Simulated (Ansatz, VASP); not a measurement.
## AlCu3 in VASP and in Ansatz

File POSCAR:

```
AlCu3
1.0
    0.0000000000      2.7700841777      2.7700841777
    2.7700841777      0.0000000000      2.7700841777
    2.7700841777      2.7700841777      0.0000000000
Al Cu
1 3
Direct
    0.0000000000      0.0000000000      0.0000000000
    0.5000000000      0.5000000000      0.5000000000
    0.2500000000      0.2500000000      0.2500000000
    0.7500000000      0.7500000000      0.7500000000
```

INCAR.step1

```
SYSTEM = AlCu3
ALGO = Normal ; EDIFF = 1E-4
ENCUT = 520 ; GGA = PE
ISMEAR = 0 ; LASPH = .TRUE.
LCHARG = .FALSE. ; LREAL = .FALSE.
LWAVE = .TRUE. ; NBANDS = 26
NELM = 60 ; PREC = Accurate
SIGMA = 0.1
```

The input INCAR.step2:

```
SYSTEM = AlCu3
ALGO = Normal ; EDIFF = 1E-6
ENCUT = 520 ; ISIF = 2
ISMEAR = 0 ; ISTART = 1
LASPH = .TRUE. ; LCHARG = .FALSE.
LMIXTAU = .TRUE. ; LREAL = .FALSE.
LWAVE = .FALSE. ; METAGGA = R2SCAN
NBANDS = 26 ; NELM = 60
PREC = Accurate ; SIGMA = 0.1
```

The input KPOINTS:

```
k-points
0
G
  12 12 12
  0 0 0
```

Input for Ansatz:

```yaml
crystal:
  lattice:
    - [0.0, 2.7700841777, 2.7700841777]
    - [2.7700841777, 0.0, 2.7700841777]
    - [2.7700841777, 2.7700841777, 0.0]
  atoms:
    - { symbol: Al, position: [0.0, 0.0, 0.0] }
    - { symbol: Cu, position: [0.5, 0.5, 0.5] }
    - { symbol: Cu, position: [0.25, 0.25, 0.25] }
    - { symbol: Cu, position: [0.75, 0.75, 0.75] }
basis:
  ecutwfc: 500
kpoints:
  mp_grid: { grid: [12, 12, 12] }
hamiltonian:
  xc: r2scan
scf:
  occupations: { method: gaussian, width: 0.1 }
output:
  forces: true
  stress: true
  eigenvalues: true
```

Alike in both runs: task single point; functional r2SCAN; k mesh 12 × 12 × 12; occupations gaussian, width 0.1 eV; no spin polarisation.

```csv
,VASP,Ansatz
version,VASP 6.6.1,Ansatz 0.2.0
potentials or method,"VASP PAW PBE potentials, release 64 (Al, Cu), cutoff 520 eV","scalar-relativistic, plane waves, PAW"
valence electrons in the cell,36,60
```

VASP gave:

| Property | Result |
| --- | --- |
| gap on the k mesh at the Fermi level (eV) | none |
| pressure (GPa) | 26.2 |

Q: What did Ansatz give for the same quantities?

A: gap on the k mesh at the Fermi level (eV): none; pressure (GPa): 26.0.

VASP's potentials were made for PBE, not for r2SCAN. A gap of «none» marks a metal or a gap that the smearing closes. VASP's potentials hold 36 valence electrons a cell and Ansatz's 60, so a difference there can come from the potentials and not from the codes.
